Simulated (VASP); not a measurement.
# BeCd3S4 (P6/mmm) in VASP: relaxation of cell and atoms with PBE

Aim: the relaxation of cell and atoms of BeCd3S4 with PBE.

Program: VASP 6.6.1. These are calculated values, not measurements. Logs are shortened: lines on timing, memory, paths and dates and some standing lists are left out, and cuts for length are marked.

## Step 1: The cell of the first run

The structure is hexagonal, space group P6/mmm (No. 191). The conventional cell has a = 6.133 Å, b = 6.133 Å, c = 5.319 Å, α = 90.00°, β = 90.00°, γ = 120.00°. Be (site symmetry 6/mmm) has 2 S at 2.66 Å and 6 Cd at 3.07 Å within 3.5 Å. Cd (site symmetry mmm) has 2 S at 2.66 Å and 4 Cd at 3.07 Å and 2 Be at 3.07 Å within 3.5 Å. Within 3.5 Å of S (site symmetry mmm) lie 2 Cd at 2.66 Å and 6 S at 3.07 Å. S (site symmetry 6/mmm) has 2 Be at 2.66 Å and 6 S at 3.07 Å within 3.5 Å.

The cell was built from a structure type or drawn by symmetry, and may not be a known phase.

## Step 2: Relaxation of cell and atoms, PBE

File INCAR:

```
SYSTEM = BeCd3S4
  PREC = Accurate
  ENCUT = 600
  EDIFF = 1E-7
  ISMEAR = 0
  SIGMA = 0.15
  LREAL = .False.
  LASPH = .True.
  NELM = 120
  ALGO = Normal
  ISIF = 3
  LWAVE = .False.
  LCHARG = .False.
  GGA = PE
  IBRION = 2
  NSW = 36
  EDIFFG = -0.08
  GGA_COMPAT = .False.
  NELMIN = 4
```

File KPOINTS:

```
regular mesh
0
Gamma
  2 2 2
  0 0 0
```

File POSCAR:

```
BeCd3S4
1.0
    6.1330445900      0.0000000000      0.0000000000
   -3.0665223000      5.3113724200      0.0000000000
    0.0000000000      0.0000000000      5.3189263500
Be Cd S
1 3 4
Direct
    0.0000000000      0.0000000000      0.5000000000
    0.5000000000      0.0000000000      0.5000000000
    0.0000000000      0.5000000000      0.5000000000
    0.5000000000      0.5000000000      0.5000000000
    0.5000000000      0.0000000000      0.0000000000
    0.0000000000      0.5000000000      0.0000000000
    0.5000000000      0.5000000000      0.0000000000
    0.0000000000      0.0000000000      0.0000000000
```

Potentials or basis: VASP PAW PBE potentials, release 64 (Be, Cd, S).

The run is started by

```bash
$ cat potpaw_PBE.64/Be/POTCAR potpaw_PBE.64/Cd/POTCAR potpaw_PBE.64/S/POTCAR > POTCAR
$ mpirun -np 1 vasp_std > vasp.out
```

OUTCAR:

```text
SYSTEM = BeCd3S4
   PREC = Accurate
   ENCUT = 600
   EDIFF = 1E-7
   ISMEAR = 0
   LREAL = .False.
   LASPH = .True.
   NELM = 120
   ISIF = 3
   GGA = PE
   IBRION = 2
   NSW = 36
   EDIFFG = -0.08
   NELMIN = 4

 ion  position               nearest neighbor table
   1  0.000  0.000  0.500-   4 3.07   4 3.07   2 3.07   2 3.07   3 3.07   3 3.07
   2  0.500  0.000  0.500-   5 2.66   5 2.66   3 3.07   3 3.07   1 3.07   1 3.07   4 3.07   4 3.07

   3  0.000  0.500  0.500-   6 2.66   6 2.66   2 3.07   2 3.07   4 3.07   4 3.07   1 3.07   1 3.07

   4  0.500  0.500  0.500-   7 2.66   7 2.66   1 3.07   1 3.07   3 3.07   3 3.07   2 3.07   2 3.07

   5  0.500  0.000  0.000-   2 2.66   2 2.66
   6  0.000  0.500  0.000-   3 2.66   3 2.66
   7  0.500  0.500  0.000-   4 2.66   4 2.66
   8  0.000  0.000  0.000-

  LATTYP: Found a hexagonal cell.
 ALAT       =     6.1330445900
 C/A-ratio  =     0.8672570812

  Lattice vectors:

 A1 = (   6.1330445900,   0.0000000000,   0.0000000000)
 A2 = (  -3.0665223000,   5.3113724200,   0.0000000000)
 A3 = (   0.0000000000,   0.0000000000,   5.3189263500)

Analysis of symmetry for initial positions (statically):
=====================================================================
 Subroutine PRICEL returns:
 Original cell was already a primitive cell.

 Routine SETGRP: Setting up the symmetry group for a
 hexagonal supercell.

 Subroutine GETGRP returns: Found 24 space group operations
 (whereof 24 operations were pure point group operations)
 out of a pool of 24 trial point group operations.

The static configuration has the point symmetry D_6h.

Analysis of symmetry for dynamics (positions and initial velocities):
=====================================================================
 Subroutine PRICEL returns:
 Original cell was already a primitive cell.

 Routine SETGRP: Setting up the symmetry group for a
 hexagonal supercell.

 Subroutine GETGRP returns: Found 24 space group operations
 (whereof 24 operations were pure point group operations)
 out of a pool of 24 trial point group operations.

The dynamic configuration has the point symmetry D_6h.

 Subroutine INISYM returns: Found 24 space group operations
 (whereof 24 operations are pure point group operations),
 and found     1 'primitive' translations

----------------------------------------------------------------------------------------

                                     Primitive cell

  volume of cell :     173.2634

  direct lattice vectors                    reciprocal lattice vectors
     6.133044590  0.000000000  0.000000000     0.163051154  0.094137628  0.000000000
    -3.066522300  5.311372420  0.000000000     0.000000000  0.188275256  0.000000000
[... 64 lines left out ...]
   NGX,Y,Z   is equivalent  to a cutoff of  13.55, 13.55, 13.13 a.u.
   NGXF,Y,Z  is equivalent  to a cutoff of  27.11, 27.11, 26.25 a.u.
 SYSTEM =  BeCd3S4
   PREC   = accura    normal or accurate (medium, high low for compatibility)
   ISTART =      0    job   : 0-new  1-cont  2-samecut
   ICHARG =      2    charge: 1-file 2-atom 10-const
   ISPIN  =      1    spin polarized calculation?
   LNONCOLLINEAR =      F non collinear calculations
   LSORBIT =      F    spin-orbit coupling
   LASPH  =      T    aspherical Exc in radial PAW
   ENCUT  =  600.0 eV  44.10 Ry    6.64 a.u.  12.25 12.25 10.62*2*pi/ulx,y,z
   NELM   =    120;   NELMIN=  4; NELMDL= -5     # of ELM steps
   EDIFF  = 0.1E-06   stopping-criterion for ELM
   LREAL  =      F    real-space projection
   EDIFFG = -.8E-01   stopping-criterion for IOM
   NSW    =     36    number of steps for IOM
   IBRION =      2    ionic relax: 0-MD 1-quasi-New 2-CG
   NFREE  =      1    steps in history (QN), initial steepest desc. (CG)
   ISIF   =      3    stress and relaxation
   ISYM   =      2    0-nonsym 1-usesym 2-fastsym
   POTIM  = 0.5000    time-step for ionic-motion
   TEBEG  =    0.0;   TEEND  =   0.0 temperature during run
   PSTRESS=    0.0 pullay stress
   NELECT =      62.0000    total number of electrons
   NUPDOWN=      -1.0000    fix difference up-down
   EMIN   =  10.00;   EMAX   =-10.00  energy-range for DOS
   EFERMI =   0.00;   METHOD = LEGACY
   ISMEAR =     0;   SIGMA  =   0.15  broadening in eV -4-tet -1-fermi 0-gaus
   EFERMI_NEDOS =   21; number of points for ismear=-14 and -15
   IALGO  =     38    algorithm
   IMIX   =      4    mixing-type and parameters
     AMIX     =   0.40;   BMIX     =  1.00
     AMIX_MAG =   1.60;   BMIX_MAG =  1.00
  volume/ion in A,a.u.               =      21.66       146.15
  Fermi-wavevector in a.u.,A,eV,Ry     =   1.162260  2.196352 18.379392  1.350847
  Thomas-Fermi vector in A             =   2.298823
   LORBIT       =      0    0 simple, 1 ext, 2 COOP (PROOUT), +10 PAW based schemes
   GGA     = PE    functional components
   LHFCALC =     F    Hartree Fock is set to
   AEXX    =    0.0000 exact exchange contribution
   IVDW    =     0    specifies the selected vdW correction
   LEPSILON=     F    determine dielectric tensor
   LRPA    =     F    only Hartree local field effects (RPA)
 conjugate gradient relaxation of ions
 non-spin polarized calculation
 Gauss-broadening in eV      SIGMA  =   0.15
  energy-cutoff  :      600.00
  volume of cell :      173.26
 maximum number of plane-waves:      5794
 NGX is ok and might be reduce to    50
   NGX = 25   NGY = 25   NGZ = 21

--------------------------------------- Ionic step        1  -------------------------------------------

 number of electron      62.0000005 magnetization

 Free energy of the ion-electron system (eV)
  ---------------------------------------------------
  ext. energy  EPLUGINS =         0.00000000
  ---------------------------------------------------
  free energy    TOTEN  =       -18.74514739 eV

  energy without entropy =      -18.69076236  energy(sigma->0) =      -18.71795487

 E-fermi :   3.1841     XC(G=0):  -9.8603

 val. band max:        3.1045266387   @ k =   0.0000   0.0000   0.5000
 cond. band min:       3.2653511963   @ k =   0.0000   0.0000   0.5000
 fundamental gap:      0.1608245576
 Fermi energy:         3.1840738914

 k-point     1 :       0.0000    0.0000    0.0000
  band No.  band energies     occupation
      1     -10.8515      2.00000
      2      -9.0763      2.00000
      3      -9.0763      2.00000
      4      -8.7398      2.00000
      5      -6.3522      2.00000
      6      -6.1045      2.00000
[... 358 lines left out ...]
--------------------------------------- Ionic step        6  -------------------------------------------

 number of electron      61.9999992 magnetization

 Free energy of the ion-electron system (eV)
  ---------------------------------------------------
  ext. energy  EPLUGINS =         0.00000000
  ---------------------------------------------------
  free energy    TOTEN  =       -19.50639317 eV

  energy without entropy =      -19.45906549  energy(sigma->0) =      -19.48272933

 E-fermi :   4.6017     XC(G=0): -10.5689

 val. band max:        4.5504223881   @ k =   0.0000   0.0000   0.5000
 cond. band min:       4.6317906864   @ k =   0.0000   0.0000   0.0000
 fundamental gap:      0.0813682984
 Fermi energy:         4.6016589364

 k-point     1 :       0.0000    0.0000    0.0000
  band No.  band energies     occupation
      1     -10.5085      2.00000
      2      -8.2823      2.00000
      3      -8.2823      2.00000
      4      -7.7475      2.00000
      5      -5.4851      2.00000
      6      -5.1137      2.00000
[... 184 lines left out ...]
  FREE ENERGIE OF THE ION-ELECTRON SYSTEM (eV)
  ---------------------------------------------------
  free  energy   TOTEN  =       -19.5063931674 eV

  energy  without entropy=      -19.4590654948  energy(sigma->0) =      -19.48272933

 reached required accuracy - stopping structural energy minimisation
```

OSZICAR:

```text
N       E                     dE             d eps       ncg     rms          rms(c)
DAV:   1     0.437215873070E+03    0.43722E+03   -0.32162E+04   296   0.171E+03
DAV:   2     0.132408482441E+02   -0.42398E+03   -0.41074E+03   316   0.373E+02
DAV:   3    -0.192376664817E+02   -0.32479E+02   -0.31365E+02   360   0.949E+01
[... 68 lines left out ...]
DAV:   6    -0.195063835679E+02    0.11750E-04   -0.27537E-04   322   0.954E-02    0.648E-02
DAV:   7    -0.195063926888E+02   -0.91208E-05   -0.40907E-05   311   0.347E-02    0.170E-02
DAV:   8    -0.195063935620E+02   -0.87322E-06   -0.49949E-06   353   0.134E-02    0.637E-03
DAV:   9    -0.195063932336E+02    0.32836E-06   -0.71053E-07   303   0.346E-03    0.324E-03
DAV:  10    -0.195063931674E+02    0.66201E-07   -0.10283E-07   179   0.131E-03
   6 F= -.19506393E+02 E0= -.19482729E+02  d E =-.332916E-01
```

Run time: 2.9 min. Hardware: 1 thread of Intel Xeon Platinum 8488C (Sapphire Rapids), shared host; peak memory 0.33 GiB.

Results:

| Quantity | Value |
| --- | --- |
| Free energy | -19.5064 eV |
| Relaxed volume | 18.62 Å³/atom |
| Relaxed cell | a = 5.859 Å, b = 5.859 Å, c = 5.010 Å, α = 90.00°, β = 90.00°, γ = 120.00° |
| Space group after relaxing (to 0.1 Å) | P6/mmm (No. 191) |
| Energy gained by relaxing | 95.2 meV/atom |
| Ionic steps | 6 |
| Pressure after relaxing | -0.3 GPa |
| Band gap on the k mesh | zero (bands 31 and 32 overlap by 1.20 eV) |

Step by step:
```
step  energy change (eV)  largest force (eV/Å)  pressure (GPa)  volume (Å³)
   1              0.0000                0.0000           -7.70       173.26
   2             -0.6661                0.0000            2.22       148.29
   3             -0.7280                0.0000           -0.61       152.96
   4             -0.7280                0.0000           -0.82       153.35
   5             -0.7531                0.0000           -0.60       151.20
   6             -0.7612                0.0000           -0.31       148.92
```

Final structure:
```
Be Cd S
1.0
     5.85868    0.00000    0.00000
    -2.92934    5.07377    0.00000
     0.00000    0.00000    5.00983
Be Cd S
1 3 4
Direct
  0.00000 0.00000 0.50000
  0.50000 0.00000 0.50000
  0.00000 0.50000 0.50000
  0.50000 0.50000 0.50000
  0.50000 0.00000 0.00000
  0.00000 0.50000 0.00000
  0.50000 0.50000 0.00000
  0.00000 0.00000 0.00000
```

Caveat: the k points lie up to 0.63 Å⁻¹ apart in the final cell, too coarse for converged energies and pressures of a metal.
